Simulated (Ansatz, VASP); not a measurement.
Pb: VASP beside Ansatz

```
CELL_PARAMETERS angstrom
0.00000 3.45665 3.45665
3.45665 0.00000 3.45665
3.45665 3.45665 0.00000
ATOMIC_POSITIONS crystal
Pb 0.50000 0.50000 0.50000
Pb 0.75000 0.75000 0.75000
```

Alike in both runs: functional PBEsol; k mesh 6 × 6 × 6; occupations gaussian, width 0.1 eV; no spin polarisation.

Ansatz relaxed the structure, and its values are those at the end. VASP's run is a single point on that final structure, the one shown.

|  | VASP | Ansatz |
| --- | --- | --- |
| version | VASP 6.6.1 | Ansatz 0.2.0 |
| potentials or method | VASP PAW PBE potentials, release 64 (Pb_d), cutoff 520 eV | scalar-relativistic, plane waves, PAW |
| valence electrons in the cell | 28 | 28 |

|  | VASP | Ansatz | Ansatz less VASP |
| --- | --- | --- | --- |
| gap on the k mesh at the Fermi level (eV) | none | none | - |
| pressure (GPa) | 0.0 | 0.0 | +0.06 |

VASP's potentials were made for PBE, not for PBEsol. A gap of «none» marks a metal or a gap that the smearing closes.

Neither program's run includes spin-orbit coupling.
